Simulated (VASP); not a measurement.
A run of VASP 6.6.1 is set up as follows.

The input INCAR:

```
ALGO     = Normal         # electronic algorithm
EDIFF    = 1E-6           # SCF threshold, eV
ENCUT    = 500            # plane-wave cutoff, eV
GGA_COMPAT= F            
ISIF     = 2              # what is computed and relaxed
ISMEAR   = 0              # smearing method
LASPH    = T              # aspherical terms in the spheres
LCHARG   = F              # write CHGCAR
LREAL    = F              # projectors in reciprocal space
LWAVE    = F              # write WAVECAR
NBANDS   = 16             # bands
NELM     = 120            # most SCF steps
PREC     = Accurate       # precision mode
SIGMA    = 0.01           # smearing width, eV
```

File KPOINTS:

```
k-points
0
Gamma
  6 6 6
```

File POSCAR:

```
AgI
1.0
    3.0109727694      3.0109727694      0.0000000000
   -3.0109727694      3.0109727694      0.0000000000
    0.0000000000      3.0109727694      3.0109727694
Ag I
1 1
Direct
    0.0000000000      0.0000000000      0.0000000000
    0.7500000000      0.2500000000      0.5000000000
```

Potentials or basis: VASP PAW LDA potentials, release 64 (Ag, I).

Run with:

```sh
$ cat potpaw_LDA.64/Ag/POTCAR potpaw_LDA.64/I/POTCAR > POTCAR
$ mpirun -np 1 vasp_std > vasp.out
```

Problem. What does it give for the band gap on the k mesh?

Solution. 1.13 eV, direct.

Problem. Estimate the pressure.

Solution. 10.0 GPa.

Caveat: spin-orbit coupling is left out, which moves the levels of the heavy elements. Expect the measured gap to be larger: semilocal functionals such as LDA lack the derivative discontinuity.
